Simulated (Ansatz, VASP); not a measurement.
Si: VASP beside Ansatz

INCAR

```
PREC = Accurate
ENCUT = 520
EDIFF = 1E-6
ISMEAR = -1
SIGMA = 0.1
LREAL = False
LASPH = True
NELM = 150
ALGO = Normal
ISIF = 2
LWAVE = False
LCHARG = False
MAGMOM = 0 0 0
LORBIT = 11
LSORBIT = True
GGA_COMPAT = False
LORBMOM = True
GGA = CA
NBANDS = 15
```

KPOINTS

```
regular mesh
0
Gamma
  14 14 14
```

File POSCAR:

```
Si
1.0
   -1.5216738031      1.5216738031      1.5216738031
    1.5216738031     -1.5216738031      1.5216738031
    1.5216738031      1.5216738031     -1.5216738031
Si
1
Direct
    0.0000000000      0.0000000000      0.0000000000
```

Input for Ansatz:

```yaml
crystal:
  lattice:
    - [-1.5216738031, 1.5216738031, 1.5216738031]
    - [1.5216738031, -1.5216738031, 1.5216738031]
    - [1.5216738031, 1.5216738031, -1.5216738031]
  atoms:
    - { symbol: Si, position: [0.0, 0.0, 0.0] }
hamiltonian:
  xc: lda
  pseudopotentials:
    kind: paw_fr
    azcp:
      Si: "pseudopotentials/Si.paw.azcp"
basis:
  ecutwfc: 420
  fft_grid_basis: typed
kpoints:
  mp_grid: { grid: [14, 14, 14], shift: [0, 0, 0] }
magnetization:
  noncollinear: true
  spin_orbit: true
scf:
  occupations: { method: fermi_dirac, width: 0.1 }
```

Alike in both runs: task single point; functional LDA; k mesh 14 × 14 × 14; occupations fermi-dirac, width 0.1 eV; non-collinear spin, spin-orbit coupling.

```csv
,VASP,Ansatz
version,VASP 6.6.1,Ansatz 0.2.0
potentials or method,"VASP PAW LDA potentials, release 64 (Si), cutoff 520 eV","plane waves (420 eV) with PAW, fully relativistic with spin-orbit coupling"
valence electrons in the cell,4,4
```

```csv
,VASP,Ansatz,Ansatz less VASP
net moment per atom (μB),0.00,0.00,0.000
```

Ansatz warns that its potentials were made for another functional, while VASP's fit it. LDA's correlation is that of Perdew and Zunger in VASP and of Perdew and Wang (1992) in Ansatz.
